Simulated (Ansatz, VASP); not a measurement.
## One calculation of Sn2GeP2, two programs

Contents of INCAR:

```
  ALGO = Normal
  EDIFF = 1E-6
  ENCUT = 520
  GGA = PE
  ISIF = 2
  ISMEAR = 0
  LASPH = T
  LCHARG = F
  LREAL = F
  LWAVE = F
  NBANDS = 34
  NELM = 60
  PREC = Accurate
  SIGMA = 0.1
```

File KPOINTS:

```
k-points
0
Gamma
  6 6 2
```

Contents of POSCAR:

```
Sn2GeP2
1.0
    4.4948987200      0.0000000000      0.0000000000
   -2.2474493600      3.8926964800      0.0000000000
    0.0000000000      0.0000000000      7.5926852500
Sn Ge P
2 1 2
Direct
    0.6666666700      0.3333333300      0.3703289900
    0.3333333300      0.6666666700      0.6296710100
    0.0000000000      0.0000000000      0.0000000000
    0.6666666700      0.3333333300      0.7460269900
    0.3333333300      0.6666666700      0.2539730100
```

Input for Ansatz:

```yaml
crystal:
  lattice:
    - [4.49489872, 0.0, 0.0]
    - [-2.24744936, 3.89269648, 0.0]
    - [0.0, 0.0, 7.59268525]
  atoms:
    - { symbol: Sn, position: [0.66666667, 0.33333333, 0.37032899] }
    - { symbol: Sn, position: [0.33333333, 0.66666667, 0.62967101] }
    - { symbol: Ge, position: [0.0, 0.0, 0.0] }
    - { symbol: P, position: [0.66666667, 0.33333333, 0.74602699] }
    - { symbol: P, position: [0.33333333, 0.66666667, 0.25397301] }
basis:
  ecutwfc: 420
kpoints:
  mp_grid: { grid: [6, 6, 2] }
hamiltonian:
  xc: pbe
scf:
  occupations: { method: gaussian, width: 0.1 }
  lower_state_search: "off"
output:
  forces: true
  stress: true
  eigenvalues: true
```

Change from the starting cell: species swapped into the YbAl2Ge2 type (P-3m1, No. 164).

Alike in both runs: task single point; functional PBE; k mesh 6 × 6 × 2; occupations gaussian, width 0.1 eV; no spin polarisation.

```csv
,VASP,Ansatz
version,VASP 6.6.1,Ansatz 0.2.0
potentials or method,"VASP PAW PBE potentials, release 64 (Sn_d, Ge_d, P), cutoff 520 eV","scalar-relativistic, plane waves, PAW"
valence electrons in the cell,52,52
```

VASP gave:

| Item | Value |
| --- | --- |
| gap on the k mesh at the Fermi level (eV) | none |
| pressure (GPa) | -0.5 |
| traceless stress, the component that is largest in VASP (GPa) | -1.60 |
| rms of the force components (eV/Å) | 0.417 |

Estimate Ansatz's values.

gap on the k mesh at the Fermi level (eV): none; pressure (GPa): -0.4; traceless stress, the component that is largest in VASP (GPa): -1.59; rms of the force components (eV/Å): 0.418.

Atom by atom the forces differ by 0.002 eV/Å (rms over components). A gap of «none» marks a metal or a gap that the smearing closes. The functional is the same, so the differences come from potentials, cutoffs and numerics.

The k mesh is coarse, so the values compare programs but aren't converged.
